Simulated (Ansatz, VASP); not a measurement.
Two plane-wave programs on Si

Contents of INCAR:

```
SYSTEM = Si
ALGO     = Normal         ! electronic algorithm
EDIFF    = 1E-7           ! SCF threshold, eV
ENCUT    = 520            ! plane-wave cutoff, eV
GGA      = PE             ! functional
ISIF     = 2              ! what is computed and relaxed
ISMEAR   = 0              ! smearing method
LASPH    = .TRUE.         ! aspherical terms in the spheres
LCHARG   = .FALSE.        ! write CHGCAR
LREAL    = .FALSE.        ! projectors in reciprocal space
LWAVE    = .FALSE.        ! write WAVECAR
NBANDS   = 26             ! bands
NELM     = 60             ! most SCF steps
PREC     = Accurate       ! precision mode
SIGMA    = 0.05           ! smearing width, eV
```

File KPOINTS:

```
k-points
0
G
  6 6 6
  0 0 0
```

File POSCAR:

```
Si
1.0
    5.4697623842      0.0000000000      0.0000000000
    0.0000000000     -5.4697623842      0.0000000000
    0.0000000000      0.0000000000     -5.4697623842
Si
8
Direct
    0.5000000000     -0.0102929517      0.0000000000
    0.0000000000      0.5000000000      0.0000000000
    0.0000000000      0.0000000000      0.5000000000
    0.5000000000      0.5000000000      0.5000000000
    0.7500000000      0.7500000000      0.7500000000
    0.2500000000      0.2500000000      0.7500000000
    0.2500000000      0.7500000000      0.2500000000
    0.7500000000      0.2500000000      0.2500000000
```

Input for Ansatz:

```yaml
crystal:
  lattice:
    - [5.4697623842, 0.0, 0.0]
    - [0.0, -5.4697623842, 0.0]
    - [0.0, 0.0, -5.4697623842]
  atoms:
    - { symbol: Si, position: [0.5, -0.0102929517, 0.0] }
    - { symbol: Si, position: [0.0, 0.5, 0.0] }
    - { symbol: Si, position: [0.0, 0.0, 0.5] }
    - { symbol: Si, position: [0.5, 0.5, 0.5] }
    - { symbol: Si, position: [0.75, 0.75, 0.75] }
    - { symbol: Si, position: [0.25, 0.25, 0.75] }
    - { symbol: Si, position: [0.25, 0.75, 0.25] }
    - { symbol: Si, position: [0.75, 0.25, 0.25] }
basis:
  ecutwfc: 420
kpoints:
  mp_grid: { grid: [6, 6, 6] }
hamiltonian:
  xc: pbe
scf:
  occupations: { method: gaussian, width: 0.05 }
output:
  forces: true
  stress: true
  eigenvalues: true
  write_density: true
  write_potential: true
  elf: true
  volumetric_format: npy
```

Alike in both runs: task single point; functional PBE; k mesh 6 × 6 × 6; occupations gaussian, width 0.05 eV; no spin polarisation.

|  | VASP | Ansatz |
| --- | --- | --- |
| version | VASP 6.6.1 | Ansatz 0.2.0 |
| potentials or method | VASP PAW PBE potentials, release 64 (Si), cutoff 520 eV | scalar-relativistic, plane waves, PAW |
| valence electrons in the cell | 32 | 32 |

|  | VASP | Ansatz | Ansatz less VASP |
| --- | --- | --- | --- |
| gap on the k mesh at the Fermi level (eV) | 0.54 | 0.54 | -0.003 |
| least direct gap on the mesh (eV) | 0.62 | 0.62 | -0.002 |
| pressure (GPa) | 0.0 | 0.1 | +0.08 |
| traceless stress, the component that is largest in VASP (GPa) | 0.50 | 0.50 | +0.003 |
| rms of the force components (eV/Å) | 0.185 | 0.185 | +0.0003 |

Atom by atom the forces differ by 0.000 eV/Å (rms over components).
